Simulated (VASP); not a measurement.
Ta2Si, 6 atoms in the cell. The structure is tetragonal, space group I4/mcm (No. 140). Conventional cell: a = 6.193 Å, b = 6.193 Å, c = 5.083 Å, α = 90.00°, β = 90.00°, γ = 90.00°. Within 3.5 Å of Ta (site symmetry m2m) lie 4 Si at 2.64 Å and 11 Ta at 2.86 to 3.28 Å. Si (site symmetry 422) has 2 Si at 2.54 Å and 8 Ta at 2.64 Å within 3.4 Å. 

```yaml
Program: VASP 6.6.1
Task: single point
Functional: r2SCAN
Potentials_or_basis: VASP PAW PBE potentials, release 64 (Ta_pv, Si)
Cutoff: 520 eV
k_mesh: 10 × 10 × 10
Occupations: gaussian, width 0.1 eV
Spin: no spin polarisation
Dipole_correction: no
Further_INCAR_settings: ALGO = Normal; EDIFF = 1e-06; NBANDS = 35
```

Potentials or basis: VASP PAW PBE potentials, release 64 (Ta_pv, Si).

The run is started by

```bash
$ cat potpaw_PBE.64/Ta_pv/POTCAR potpaw_PBE.64/Si/POTCAR > POTCAR
$ cp INCAR.step1 INCAR
$ mpirun -np 1 vasp_std > vasp.out
$ cp INCAR.step2 INCAR
$ mpirun -np 1 vasp_std > vasp.out
```

Hardware: 1 thread of AMD EPYC 9R45 96-Core Processor (Zen 5), with other jobs on the host.

**Question.** How long does it take, and how much memory?

**Answer.** Run time: 16 min on 1 thread of AMD EPYC 9R45 96-Core Processor (Zen 5) (shared host), peak memory 0.41 GiB. Counts: k points 102.
